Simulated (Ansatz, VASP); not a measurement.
## Two plane-wave programs on Sr

```
Sr
1.0
    -2.54235    2.42641    2.42641
     2.42641   -2.54235    2.42641
     2.42641    2.42641   -2.54235
Sr
1
Direct
  0.00000 0.00000 0.00000
```

Alike in both runs: task single point; functional PBEsol; k mesh 16 × 16 × 16; occupations gaussian, width 0.15 eV; no spin polarisation.

|  | VASP | Ansatz |
| --- | --- | --- |
| version | VASP 6.6.1 | Ansatz 0.2.0 |
| potentials or method | VASP PAW PBE potentials, release 64 (Sr_sv), cutoff 520 eV | scalar-relativistic, plane waves, PAW |
| valence electrons in the cell | 10 | 10 |

```tsv
	VASP	Ansatz	Ansatz less VASP
gap on the k mesh at the Fermi level (eV)	none	none	-
pressure (GPa)	-1.0	-1.0	-0.01
traceless stress, the component that is largest in VASP (GPa)	0.64	0.64	-0.004
```

VASP's potentials were made for PBE, not for PBEsol. A gap of «none» marks a metal or a gap that the smearing closes.
